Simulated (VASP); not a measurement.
# Sc: single point with r2SCAN

The system is Sc.

```
CELL_PARAMETERS angstrom
0.00000 2.27050 2.36132
2.27050 0.00000 2.36132
2.27050 2.27050 0.00000
ATOMIC_POSITIONS crystal
Sc 0.00000 0.00000 0.00000
```

This cell differs from its parent crystal: strain +0.000 along x and y, +0.040 along z.

```yaml
Program: VASP 6.6.1
Task: single point
Functional: r2SCAN
Potentials_or_basis: VASP PAW PBE potentials, release 64 (Sc_sv)
Cutoff: 520 eV
k_mesh: 18 × 18 × 18
Occupations: gaussian, width 0.15 eV
Spin: no spin polarisation
```

```
Pressure               : 1.9 GPa
Band gap on the k mesh : zero (an odd number of electrons rules out a gap without spin polarisation)
```

Stress tensor (GPa, compression positive):
```
2.09 0.00 0.00
0.00 2.09 0.00
0.00 0.00 1.46
```

Levels at points of the mesh, in eV from the Fermi level:
```tsv
k point	band 1	band 2	band 3	band 4	band 5	band 6	band 7	band 8	band 9	band 10
(0.00, 0.00, 0.00)	-51.52	-28.95	-28.95	-28.94	-5.60	1.66	1.90	1.90	3.15	3.44
(0.50, 0.00, 0.00)	-51.46	-29.38	-29.01	-29.00	-1.85	0.08	1.56	1.83	4.15	4.27
(0.50, 0.50, 0.00)	-51.44	-29.34	-29.08	-29.08	-1.63	-0.52	1.51	4.23	4.44	4.44
(0.50, 0.00, 0.50)	-51.43	-29.35	-29.13	-29.08	-1.60	-0.64	2.13	4.21	4.34	4.55
```

Wall time 3.4 min on 1 thread of Intel(R) Xeon(R) Platinum 8375C CPU @ 2.90GHz (Ice Lake), on a shared host, peak memory 0.25 GiB.

Caveat: the cell differs from its parent crystal (strain +0.000 along x and y, +0.040 along z); the PAW data sets were made with another functional, which shifts forces and pressure a little.
